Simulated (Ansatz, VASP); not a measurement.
# Ti2C in VASP and in Ansatz

```
CELL_PARAMETERS angstrom
5.06602 0.00000 0.00000
0.00000 4.58216 0.00000
0.00000 0.00000 3.04154
ATOMIC_POSITIONS crystal
Ti 0.65875 0.25295 0.00000
Ti 0.34125 0.74705 0.00000
Ti 0.15875 0.24705 0.50000
Ti 0.84125 0.75295 0.50000
C 0.00000 0.00000 0.00000
C 0.50000 0.50000 0.50000
```

Alike in both runs: task single point; functional r2SCAN; k mesh 7 × 7 × 11; no spin polarisation.

```csv
,VASP,Ansatz
version,VASP 6.6.1,Ansatz 0.2.0
potentials or method,"VASP PAW PBE potentials, release 64 (Ti_sv, C), cutoff 520 eV",PAW plane waves
occupations,"fermi-dirac, width 0.1 eV",fermi-dirac
valence electrons in the cell,56,56
```

|  | VASP | Ansatz | Ansatz less VASP |
| --- | --- | --- | --- |
| pressure (GPa) | 23.8 | 22.9 | -0.85 |
| traceless stress, the component that is largest in VASP (GPa) | 11.13 | 11.19 | +0.064 |
| rms of the force components (eV/Å) | 0.127 | 0.123 | -0.0045 |

VASP's potentials were made for PBE, not for r2SCAN. Atom by atom the forces differ by 0.010 eV/Å (rms over components).
